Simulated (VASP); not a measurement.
**CdSe: single point with PBE**

The system is CdSe.

```
Cd Se
1.0
     0.00000    3.01000    3.01000
     3.01000    0.00000    3.01000
     3.01000    3.01000    0.00000
Cd Se
1 1
Direct
  0.00000 0.00000 0.00000
  0.25000 0.25000 0.25000
```

```json
{"Program": "VASP 6.6.1", "Task": "single point", "Functional": "PBE", "Potentials or basis": "VASP PAW PBE potentials, release 64 (Cd, Se)", "Cutoff": "520 eV", "k mesh": "8 × 8 × 8", "Occupations": "gaussian, width 0.01 eV", "Spin": "non-collinear spin, zero start, spin-orbit coupling", "Starting moments": "[[0.0, 0.0, 0.0], [0.0, 0.0, 0.0]] μB", "Dipole correction": "no", "Further INCAR settings": "ALGO = Normal; EDIFF = 1e-07; NBANDS = 30"}
```

The pressure is 5.1 GPa. The net moment is 0.00 μB per cell and the valence electrons inside the program's atomic spheres are Cd 10.34; Se 3.88.

Moments on the atoms (μB; x, y, z):
```
Cd  0.00 0.00 0.00
Se  0.00 0.00 0.00
```

Wall time 120 s on 1 thread of Intel Xeon 6975P-C, with other jobs on the host, peak memory 0.37 GiB.
